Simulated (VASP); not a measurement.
Runs of VASP 6.6.1 on Nb. The structure is that of space group Fd-3m (No. 227), or close to it. The cells are those of the table. 

| spin | cell | k mesh | gap on the mesh (eV) | pressure (GPa) |
| --- | --- | --- | --- | --- |
| off | a = 3.971 Å, angles 60.0°, 2 atoms | 11 × 11 × 11 | none | (a) |
| off | a = 4.252 Å, angles 60.0°, 2 atoms | 11 × 11 × 11 | none | -4.4 |
| off | a = 4.144 Å, angles 60.0°, 2 atoms | 5 × 5 × 5 | none | 0.8 |
| off | a = 4.144 Å, angles 60.0°, 2 atoms | 11 × 11 × 11 | none | 0.1 |
| non-collinear, zero start, SOC | a = 4.144 Å, angles 60.0°, 2 atoms | 9 × 9 × 9 | - | 0.1 |

Alike in all rows: task single point; level r2SCAN; potentials or basis VASP PAW PBE potentials, release 64 (Nb_sv); cutoff (eV) 520; smearing fermi-dirac 0.1 eV.

Question: Fill in the values left out.

Answer: (a) 11.5.

Caveats: some runs use coarse meshes; the PAW data sets were made with another functional, which shifts forces and pressure a little.

A k mesh can miss the band edges, and rows without SOC leave out spin-orbit coupling on Nb.

A gap of «none» marks levels without a gap at the run's occupations.
